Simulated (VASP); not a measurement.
# CaZr3 (Pm-3m) in VASP: further runs, part 2 of 2

VASP 6.6.1.

## Step 3: Single point, PBE

This run uses another cell than the first one, of 25.14 Å³/atom, 1.337 times its volume.

Contents of INCAR:

```
SYSTEM = CaZr3
ALGO = Fast
EDIFF = 1E-6
ENCUT = 520
GGA = PE
ISIF = 2
ISMEAR = 0
LASPH = .True.
LCHARG = .False.
LREAL = .False.
LWAVE = .False.
NBANDS = 31
NELM = 60
PREC = Accurate
SIGMA = 0.1
```

Contents of KPOINTS:

```
k-points
0
Gamma
  4 4 4
  0 0 0
```

Contents of POSCAR:

```
CaZr3
1.0
    4.6502065821      0.0000000000      0.0000000000
    0.0000000000      4.6502065821      0.0000000000
    0.0000000000      0.0000000000      4.6502065821
Ca Zr
1 3
Direct
    0.0000000000      0.0000000000      0.0000000000
    0.0000000000      0.5000000000      0.5000000000
    0.5000000000      0.0000000000      0.5000000000
    0.5000000000      0.5000000000      0.0000000000
```

Potentials or basis: VASP PAW PBE potentials, release 64 (Ca_sv, Zr_sv).

On the command line:

```
> cat potpaw_PBE.64/Ca_sv/POTCAR potpaw_PBE.64/Zr_sv/POTCAR > POTCAR
> mpirun -np 1 vasp_std > vasp.out
```

OUTCAR:

```text
SYSTEM = CaZr3
   EDIFF = 1E-6
   ENCUT = 520
   GGA = PE
   ISIF = 2
   ISMEAR = 0
   LASPH = .True.
   LREAL = .False.
   NELM = 60
   PREC = Accurate

 ion  position               nearest neighbor table
   1  0.000  0.000  0.000-   2 3.29   3 3.29   4 3.29   2 3.29   3 3.29   2 3.29   4 3.29   2 3.29
                             3 3.29   4 3.29   3 3.29   4 3.29
   2  0.000  0.500  0.500-   1 3.29   3 3.29   4 3.29   1 3.29   4 3.29   1 3.29   3 3.29   1 3.29
                             3 3.29   4 3.29   4 3.29   3 3.29
   3  0.500  0.000  0.500-   1 3.29   2 3.29   4 3.29   1 3.29   4 3.29   2 3.29   4 3.29   4 3.29
                             1 3.29   2 3.29   1 3.29   2 3.29
   4  0.500  0.500  0.000-   1 3.29   2 3.29   3 3.29   2 3.29   3 3.29   1 3.29   3 3.29   3 3.29
                             1 3.29   2 3.29   2 3.29   1 3.29

  LATTYP: Found a simple cubic cell.
 ALAT       =     4.6502065821

  Lattice vectors:

 A1 = (   4.6502065821,   0.0000000000,   0.0000000000)
 A2 = (   0.0000000000,   4.6502065821,   0.0000000000)
 A3 = (   0.0000000000,   0.0000000000,   4.6502065821)

Analysis of symmetry for initial positions (statically):
=====================================================================
 Subroutine PRICEL returns:
 Original cell was already a primitive cell.

 Routine SETGRP: Setting up the symmetry group for a
 simple cubic supercell.

 Subroutine GETGRP returns: Found 48 space group operations
 (whereof 48 operations were pure point group operations)
 out of a pool of 48 trial point group operations.

The static configuration has the point symmetry O_h .

Analysis of symmetry for dynamics (positions and initial velocities):
=====================================================================
 Subroutine PRICEL returns:
 Original cell was already a primitive cell.

 Routine SETGRP: Setting up the symmetry group for a
 simple cubic supercell.

 Subroutine GETGRP returns: Found 48 space group operations
 (whereof 48 operations were pure point group operations)
 out of a pool of 48 trial point group operations.

The dynamic configuration has the point symmetry O_h .

 Subroutine INISYM returns: Found 48 space group operations
 (whereof 48 operations are pure point group operations),
 and found     1 'primitive' translations

----------------------------------------------------------------------------------------

                                     Primitive cell

  volume of cell :     100.5580

  direct lattice vectors                    reciprocal lattice vectors
     4.650206582  0.000000000  0.000000000     0.215044210  0.000000000  0.000000000
     0.000000000  4.650206582  0.000000000     0.000000000  0.215044210  0.000000000
     0.000000000  0.000000000  4.650206582     0.000000000  0.000000000  0.215044210

  length of vectors
     4.650206582  4.650206582  4.650206582     0.215044210  0.215044210  0.215044210

  position of ions in fractional coordinates (direct lattice)
     0.000000000  0.000000000  0.000000000
     0.000000000  0.500000000  0.500000000
[... 32 lines left out ...]
 ===========================================

 Found     10 irreducible k-points:

 Following reciprocal coordinates:
            Coordinates               Weight
  0.000000  0.000000  0.000000      1.000000
  0.250000  0.000000  0.000000      6.000000
  0.500000  0.000000  0.000000      3.000000
  0.250000  0.250000  0.000000     12.000000
  0.500000  0.250000  0.000000     12.000000
  0.500000  0.500000  0.000000      3.000000
  0.250000  0.250000  0.250000      8.000000
  0.500000  0.250000  0.250000     12.000000
  0.500000  0.500000  0.250000      6.000000
  0.500000  0.500000  0.500000      1.000000
   k-points           NKPTS =     10   k-points in BZ     NKDIM =     10   number of bands    NBANDS=     31
   number of dos      NEDOS =    301   number of ions     NIONS =      4
   total plane-waves  NPLWV =  46656
   dimension x,y,z NGX =    36 NGY =   36 NGZ =   36
   dimension x,y,z NGXF=    72 NGYF=   72 NGZF=   72
   ions per type =               1   3
   NGX,Y,Z   is equivalent  to a cutoff of  12.87, 12.87, 12.87 a.u.
   NGXF,Y,Z  is equivalent  to a cutoff of  25.74, 25.74, 25.74 a.u.
 SYSTEM =  CaZr3
   PREC   = accura    normal or accurate (medium, high low for compatibility)
   ISTART =      0    job   : 0-new  1-cont  2-samecut
   ICHARG =      2    charge: 1-file 2-atom 10-const
   ISPIN  =      1    spin polarized calculation?
   LNONCOLLINEAR =      F non collinear calculations
   LSORBIT =      F    spin-orbit coupling
   LASPH  =      T    aspherical Exc in radial PAW
   ENCUT  =  520.0 eV  38.22 Ry    6.18 a.u.   8.65  8.65  8.65*2*pi/ulx,y,z
   NELM   =     60;   NELMIN=  2; NELMDL= -5     # of ELM steps
   EDIFF  = 0.1E-05   stopping-criterion for ELM
   LREAL  =      F    real-space projection
   EDIFFG = 0.1E-04   stopping-criterion for IOM
   NSW    =      0    number of steps for IOM
   IBRION =     -1    ionic relax: 0-MD 1-quasi-New 2-CG
   NFREE  =      0    steps in history (QN), initial steepest desc. (CG)
   ISIF   =      2    stress and relaxation
   ISYM   =      2    0-nonsym 1-usesym 2-fastsym
   POTIM  = 0.5000    time-step for ionic-motion
   TEBEG  =    0.0;   TEEND  =   0.0 temperature during run
   PSTRESS=    0.0 pullay stress
   NELECT =      46.0000    total number of electrons
   NUPDOWN=      -1.0000    fix difference up-down
   EMIN   =  10.00;   EMAX   =-10.00  energy-range for DOS
   EFERMI =   0.00;   METHOD = LEGACY
   ISMEAR =     0;   SIGMA  =   0.10  broadening in eV -4-tet -1-fermi 0-gaus
   EFERMI_NEDOS =   21; number of points for ismear=-14 and -15
   IALGO  =     68    algorithm
   IMIX   =      4    mixing-type and parameters
     AMIX     =   0.40;   BMIX     =  1.00
     AMIX_MAG =   1.60;   BMIX_MAG =  1.00
  volume/ion in A,a.u.               =      25.14       169.65
  Fermi-wavevector in a.u.,A,eV,Ry     =   1.261407  2.383713 21.648873  1.591147
  Thomas-Fermi vector in A             =   2.394868
   LORBIT       =      0    0 simple, 1 ext, 2 COOP (PROOUT), +10 PAW based schemes
   GGA     = PE    functional components
   LHFCALC =     F    Hartree Fock is set to
   AEXX    =    0.0000 exact exchange contribution
   IVDW    =     0    specifies the selected vdW correction
   LEPSILON=     F    determine dielectric tensor
   LRPA    =     F    only Hartree local field effects (RPA)
 non-spin polarized calculation
 RMM-DIIS sequential band-by-band and
 Gauss-broadening in eV      SIGMA  =   0.10
  energy-cutoff  :      520.00
  volume of cell :      100.56
 maximum number of plane-waves:      2800
 NGX is ok and might be reduce to    36
   NGX = 17   NGY = 17   NGZ = 17

 number of electron      46.0000005 magnetization

 Free energy of the ion-electron system (eV)
  ---------------------------------------------------
  ext. energy  EPLUGINS =         0.00000000
  ---------------------------------------------------
  free energy    TOTEN  =       -26.22052894 eV

  energy without entropy =      -26.19983900  energy(sigma->0) =      -26.21018397

 E-fermi :   7.1070     XC(G=0): -10.4352

 val. band max:        6.9178156464   @ k =   0.5000   0.5000   0.0000
 cond. band min:       7.1562485292   @ k =   0.5000   0.5000   0.2500
 fundamental gap:      0.2384328828
 Fermi energy:         7.1069973257

 k-point     1 :       0.0000    0.0000    0.0000
  band No.  band energies     occupation
      1     -41.7984      2.00000
      2     -41.6969      2.00000
      3     -41.6969      2.00000
      4     -33.0622      2.00000
      5     -20.0308      2.00000
      6     -20.0308      2.00000
[... 329 lines left out ...]
     30       8.4260      0.00000
     31       8.9965      0.00000

------------------------ aborting loop because EDIFF is reached ----------------------------------------

  FORCE on cell =-STRESS in cart. coord.  units (eV):
  Direction    XX          YY          ZZ          XY          YZ          ZX
  --------------------------------------------------------------------------------------
  -------------------------------------------------------------------------------------
  Total        0.0458160      0.0458160      0.0458160      0.0000000      0.0000000      0.0000000
  in kB        0.7299800      0.7299800      0.7299800      0.0000000      0.0000000      0.0000000
  external PRESSURE =       0.7299800 kB  Pullay stress =       0.0000000 kB

 VOLUME and BASIS-vectors are now :
 -----------------------------------------------------------------------------
  energy-cutoff  :      520.00
  volume of cell :      100.56
      direct lattice vectors                 reciprocal lattice vectors
     4.650206582  0.000000000  0.000000000     0.215044210  0.000000000  0.000000000
     0.000000000  4.650206582  0.000000000     0.000000000  0.215044210  0.000000000
     0.000000000  0.000000000  4.650206582     0.000000000  0.000000000  0.215044210

 POSITION                                       TOTAL-FORCE (eV/Angst)
 -----------------------------------------------------------------------------------
      0.00000      0.00000      0.00000         0.000000      0.000000      0.000000
      0.00000      2.32510      2.32510         0.000000      0.000000      0.000000
      2.32510      0.00000      2.32510         0.000000      0.000000      0.000000
      2.32510      2.32510      0.00000         0.000000      0.000000      0.000000
 -----------------------------------------------------------------------------------
    total drift:                                0.000000      0.000000      0.000000

  FREE ENERGIE OF THE ION-ELECTRON SYSTEM (eV)
  ---------------------------------------------------
  free  energy   TOTEN  =       -26.2205289372 eV

  energy  without entropy=      -26.1998389989  energy(sigma->0) =      -26.21018397
```

Run time: 1.8 min. Hardware: 1 thread of Oxide Virtual Turin-like, shared host; peak memory 0.18 GiB.

Results:

| Item | Value |
| --- | --- |
| Free energy | -26.2205 eV |
| Pressure | 0.1 GPa |
| Band gap on the k mesh | zero (band 23 reaches 7.76 eV, above the bottom of band 24 at 6.74 eV) |

Levels at points of the mesh, in eV from the Fermi level:
```tsv
k point	band 21	band 22	band 23	band 24	band 25	band 26
(0.00, 0.00, 0.00)	-1.60	-1.60	-1.60	1.45	1.45	1.45
(0.50, 0.00, 0.00)	-0.86	-0.39	-0.39	0.13	0.13	0.18
(0.50, 0.50, 0.00)	-0.45	-0.34	-0.19	-0.19	0.22	0.22
(0.50, 0.50, 0.50)	0.65	0.65	0.65	0.82	0.93	0.93
```

## Step 4: Relaxation of cell and atoms, PBE

Contents of INCAR:

```
SYSTEM = CaZr3
ALGO     = Normal         ! electronic algorithm
EDIFF    = 1E-7           ! SCF threshold, eV
EDIFFG   = -0.04          ! ionic threshold
ENCUT    = 600            ! plane-wave cutoff, eV
GGA      = PE             ! functional
IBRION   = 2              ! ionic algorithm
ISIF     = 3              ! what is computed and relaxed
ISMEAR   = 0              ! smearing method
LASPH    = .TRUE.         ! aspherical terms in the spheres
LCHARG   = .FALSE.        ! write CHGCAR
LREAL    = .FALSE.        ! projectors in reciprocal space
LWAVE    = .FALSE.        ! write WAVECAR
NELM     = 60             ! most SCF steps
NSW      = 90             ! ionic steps
PREC     = Accurate       ! precision mode
SIGMA    = 0.1            ! smearing width, eV
```

Contents of KPOINTS:

```
k-points
0
G
  4 4 4
  0 0 0
```

Contents of POSCAR:

```
CaZr3
1.0
    4.2210320545      0.0000000000      0.0000000000
    0.0000000000      4.2210320545      0.0000000000
    0.0000000000      0.0000000000      4.2210320545
Ca Zr
1 3
Direct
    0.0000000000      0.0000000000      0.0000000000
    0.0000000000      0.5000000000      0.5000000000
    0.5000000000      0.0000000000      0.5000000000
    0.5000000000      0.5000000000      0.0000000000
```

On the command line:

```
> cat potpaw_PBE.64/Ca_sv/POTCAR potpaw_PBE.64/Zr_sv/POTCAR > POTCAR
> mpirun -np 1 vasp_std > vasp.out
```

It took 2.6 min on 1 thread of Oxide Virtual Turin-like, shared host; peak memory 0.18 GiB.

It converged, with:

```
Free energy                            : -26.2095 eV
Relaxed volume                         : 25.20 Å³/atom
Relaxed cell                           : a = 4.654 Å, b = 4.654 Å, c = 4.654 Å, α = 90.00°, β = 90.00°, γ = 90.00°
Space group after relaxing (to 0.05 Å) : Pm-3m (No. 221)
Energy gained by relaxing              : 498.4 meV/atom
Ionic steps                            : 3
Pressure after relaxing                : -0.1 GPa
Band gap on the k mesh                 : zero (band 23 reaches 7.90 eV, above the bottom of band 24 at 6.72 eV)
```

Step by step:
```
step  energy change (eV)  largest force (eV/Å)  pressure (GPa)  volume (Å³)
   1              0.0000                0.0000           31.35        75.21
   2             -1.2626                0.0000           -9.16       122.78
   3             -1.9935                0.0000           -0.06       100.79
```

Final structure:
```
Ca Zr
1.0
     4.65376    0.00000    0.00000
     0.00000    4.65376    0.00000
     0.00000    0.00000    4.65376
Ca Zr
1 3
Direct
  0.00000 0.00000 0.00000
  0.00000 0.50000 0.50000
  0.50000 0.00000 0.50000
  0.50000 0.50000 0.00000
```

Levels at points of the mesh, in eV from the Fermi level:
```csv
k point,band 20,band 21,band 22,band 23,band 24,band 25,band 26,band 27
"(0.00, 0.00, 0.00)",-2.24,-1.59,-1.59,-1.59,1.45,1.45,1.45,2.66
"(0.50, 0.00, 0.00)",-0.94,-0.86,-0.39,-0.39,0.13,0.13,0.18,1.09
"(0.50, 0.50, 0.00)",-1.46,-0.45,-0.34,-0.19,-0.19,0.22,0.22,0.53
"(0.50, 0.50, 0.50)",-2.38,0.65,0.65,0.81,0.93,1.32,1.32,1.32
```

Caveat: the k points lie up to 0.34 Å⁻¹ apart in the final cell; the volume moved by over 15 % at a fixed basis, so the end points are rough.

## Step 5: Overview

| task | cell | cutoff (eV) | gap on the mesh (eV) | pressure (GPa) |
| --- | --- | --- | --- | --- |
| single point | a = 4.221 Å, 4 atoms | 520 | none | 31.3 |
| single point | a = 4.650 Å, 4 atoms | 520 | none | 0.1 |
| relaxation of cell and atoms | relaxed from a = 4.221 Å, 4 atoms | 600 | none | -0.1 |

Alike in all rows: level PBE; potentials or basis VASP PAW PBE potentials, release 64 (Ca_sv, Zr_sv); no spin polarisation; k mesh 4 × 4 × 4; smearing gaussian 0.1 eV.

Caveats: some runs use coarse meshes; the volume moved by over 15 % at a fixed basis, so the end points are rough (some runs).

Absolute energies hang on the potentials; compare differences alone.
